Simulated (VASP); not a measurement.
Write the native input for VASP 6.6.1 that does the following.

* Task: electric field gradients
* Functional: PBE
* Potentials or basis: VASP PAW PBE potentials, release 64 (Sn_d, H, P, O)
* Cutoff: 520 eV
* k mesh: 4 × 4 × 6
* Occupations: fermi-dirac, width 0.02 eV
* Spin: no spin polarisation
* Dipole correction: no
* Further INCAR settings: ALGO = Normal; EDIFF = 1e-08; NBANDS = 50

The structure of SnPHO3 lies in POSCAR:

```
SnPHO3
1.0
    3.5378500000     -6.1734000000      0.0000000000
    3.5378500000      6.1734000000      0.0000000000
   -2.4064500000      0.0000000000      4.0161100000
Sn H P O
2 2 2 6
Direct
    0.2439200000      0.9731600000      0.0717300000
    0.9731600000      0.2439200000      0.5717300000
    0.7237000000      0.5669000000      0.0904000000
    0.5669000000      0.7237000000      0.5904000000
    0.6355600000      0.3572400000      0.8922000000
    0.3572400000      0.6355600000      0.3922000000
    0.4043000000      0.2457000000      0.5828000000
    0.2457000000      0.4043000000      0.0828000000
    0.8547000000      0.4179000000      0.8269000000
    0.4179000000      0.8547000000      0.3269000000
    0.5913000000      0.2049000000      0.0791000000
    0.2049000000      0.5913000000      0.5791000000
```

One way to write it, as run:

INCAR

```
SYSTEM = SnPHO3
PREC = Accurate
ENCUT = 520
EDIFF = 1E-8
ISMEAR = -1
SIGMA = 0.02
LREAL = .FALSE.
LASPH = .TRUE.
NELM = 100
ALGO = Normal
ISIF = 2
LWAVE = .FALSE.
LCHARG = .FALSE.
GGA = PE
LEFG = .TRUE.
NBANDS = 50
```

KPOINTS

```
regular mesh
0
G
  4 4 6
  0 0 0
```

Potentials or basis: VASP PAW PBE potentials, release 64 (Sn_d, H, P, O).

The run is started by

```sh
$ cat potpaw_PBE.64/Sn_d/POTCAR potpaw_PBE.64/H/POTCAR potpaw_PBE.64/P/POTCAR potpaw_PBE.64/O/POTCAR > POTCAR
$ mpirun -np 1 vasp_std > vasp.out
```

Results of the run:

- Pressure: 9.5 GPa
- Largest force: 5.685 eV/Å
- Band gap on the k mesh: 3.64 eV (least direct gap 3.91 eV)
- Largest electric field gradient by atom: Sn -225.6; H +37.5; P -54.1; O +84.2, +87.5, +75.7 (each value once) V/Å²

Caveat: the cell stands under pressure; without QUAD_EFG the Cq values of the log hold for a quadrupole moment of 1 mb, not for the nuclei; spin-orbit coupling is left out, which moves the levels of the heavy elements; forces of over 1 eV/Å act on the atoms, so gaps and moduli don't describe the material at rest.

It took 9.9 min on 1 thread of Intel(R) Xeon(R) Platinum 8488C (Sapphire Rapids), with other jobs on the host, peak memory 0.47 GiB.
